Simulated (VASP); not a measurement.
**Fe2O3: relaxation of shape and atoms at fixed volume with PBE+U**

Crystal: Fe2O3.

```
Fe O
1.0
     2.58480    1.49233    4.64677
    -2.58480    1.49233    4.64677
     0.00000   -2.98466    4.64677
Fe O
4 6
Direct
  0.35493 0.35493 0.35493
  0.14507 0.14507 0.14507
  0.64507 0.64507 0.64507
  0.85493 0.85493 0.85493
  0.55363 0.94637 0.25000
  0.25000 0.55363 0.94637
  0.94637 0.25000 0.55363
  0.44637 0.05363 0.75000
  0.75000 0.44637 0.05363
  0.05363 0.75000 0.44637
```

| Item | Value |
| --- | --- |
| Program | VASP 6.6.1 |
| Task | relaxation of shape and atoms at fixed volume |
| Functional | PBE |
| Potentials or basis | VASP PAW PBE potentials, release 64 (Fe, O) |
| Cutoff | 600 eV |
| k mesh | 4 × 4 × 4 |
| Occupations | gaussian, width 0.05 eV |
| Spin | collinear spin, antiferromagnetic start |
| Starting moments | [4.23, -4.23, 4.23, -4.23, 0.0, 0.0, 0.0, 0.0, 0.0, 0.0] μB |
| Hubbard terms | Fe d U = 4.0 eV |
| Dipole correction | no |
| Further INCAR settings | ALGO = Normal; EDIFF = 1e-07; IBRION = 2; EDIFFG = -0.01; NSW = 60; ISIF = 4 |

```
Energy gained by relaxing                             : 2.0 meV/atom
Ionic steps                                           : 7
Pressure after relaxing                               : -7.9 GPa
Largest force after relaxing                          : 0.003 eV/Å
Band gap on the k mesh                                : 2.16 eV (least direct gap 2.21 eV)
Net moment                                            : 0.00 μB per cell
Site moments                                          : Fe +4.17, -4.17 (each value once); O +0.00 μB
Valence electrons inside the program's atomic spheres : Fe 6.63; O 5.00
```

Forces on the atoms (eV/Å):
```
Fe   0.000  0.000 -0.003
Fe   0.000  0.000  0.003
Fe   0.000  0.000  0.003
Fe   0.000  0.000 -0.003
O   -0.003  0.000  0.000
O    0.002 -0.003  0.000
O    0.002  0.003  0.000
O    0.003  0.000  0.000
O   -0.002  0.003  0.000
O   -0.002 -0.003  0.000
```

Step by step:
| step | energy change (eV) | largest force (eV/Å) | pressure (GPa) | volume (Å³) |
| --- | --- | --- | --- | --- |
| 1 | 0.0000 | 0.1219 | -8.13 | 107.55 |
| 2 | -0.0147 | 0.0728 | -8.03 | 107.55 |
| 3 | -0.0189 | 0.0683 | -7.92 | 107.55 |
| 4 | -0.0199 | 0.0364 | -7.93 | 107.55 |
| 5 | -0.0202 | 0.0113 | -7.94 | 107.55 |
| 6 | -0.0202 | 0.0111 | -7.94 | 107.55 |
| 7 | -0.0203 | 0.0031 | -7.94 | 107.55 |

Final structure:
```cif
data_structure
_symmetry_space_group_name_H-M 'P 1'
_symmetry_Int_Tables_number 1
_cell_length_a 5.5642
_cell_length_b 5.5642
_cell_length_c 5.5642
_cell_angle_alpha 54.968
_cell_angle_beta 54.968
_cell_angle_gamma 54.968
_cell_volume 107.55
loop_
_atom_site_label
_atom_site_type_symbol
_atom_site_fract_x
_atom_site_fract_y
_atom_site_fract_z
_atom_site_occupancy
Fe1 Fe 0.35420 0.35420 0.35420 1
Fe2 Fe 0.14580 0.14580 0.14580 1
Fe3 Fe 0.64580 0.64580 0.64580 1
Fe4 Fe 0.85420 0.85420 0.85420 1
O1 O 0.55641 0.94359 0.25000 1
O2 O 0.25000 0.55641 0.94359 1
O3 O 0.94359 0.25000 0.55641 1
O4 O 0.44359 0.05641 0.75000 1
O5 O 0.75000 0.44359 0.05641 1
O6 O 0.05641 0.75000 0.44359 1
```

Levels at points of the mesh, in eV from the valence-band top:
Spin up:
```tsv
k point	band 31	band 32	band 33	band 34	band 35	band 36	band 37	band 38
(0.00, 0.00, 0.00)	-0.33	-0.33	-0.25	-0.25	2.40	2.55	2.55	2.71
(0.50, 0.00, 0.00)	-0.74	-0.67	-0.32	-0.14	2.20	2.27	2.53	2.58
(0.50, 0.50, 0.00)	-0.83	-0.83	-0.46	-0.24	2.16	2.38	2.53	2.63
(0.50, 0.50, 0.50)	-0.59	-0.59	-0.13	-0.13	2.45	2.45	2.50	2.54
```
Spin down:
```csv
k point,band 30,band 31,band 32,band 33,band 34,band 35,band 36,band 37,band 38,band 39
"(0.00, 0.00, 0.00)",-0.56,-0.33,-0.33,-0.25,-0.25,2.40,2.55,2.55,2.71,2.74
"(0.50, 0.00, 0.00)",-0.79,-0.74,-0.67,-0.32,-0.14,2.20,2.27,2.53,2.58,2.77
"(0.50, 0.50, 0.00)",-1.28,-0.83,-0.83,-0.46,-0.24,2.16,2.38,2.53,2.63,2.77
"(0.50, 0.50, 0.50)",-1.77,-0.59,-0.59,-0.13,-0.13,2.45,2.45,2.50,2.54,2.78
```

Eigenvalues of the final occupation matrices:
```
    site  spin  trace               eigenvalues
site 1 d     1   4.98  0.97 0.97 0.98 1.03 1.03
site 1 d     2   0.83  0.09 0.09 0.09 0.29 0.29
site 2 d     1   0.83  0.09 0.09 0.09 0.29 0.29
site 2 d     2   4.98  0.97 0.97 0.98 1.03 1.03
site 3 d     1   4.98  0.97 0.97 0.98 1.03 1.03
site 3 d     2   0.83  0.09 0.09 0.09 0.29 0.29
site 4 d     1   0.83  0.09 0.09 0.09 0.29 0.29
site 4 d     2   4.98  0.97 0.97 0.98 1.03 1.03
```

Run time: 8.4 min on 1 thread of Intel(R) Xeon(R) 6975P-C (Granite Rapids) (shared host), peak memory 0.45 GiB.

A k mesh can miss the band edges. The state reached can hang on the start; a lower one may exist.
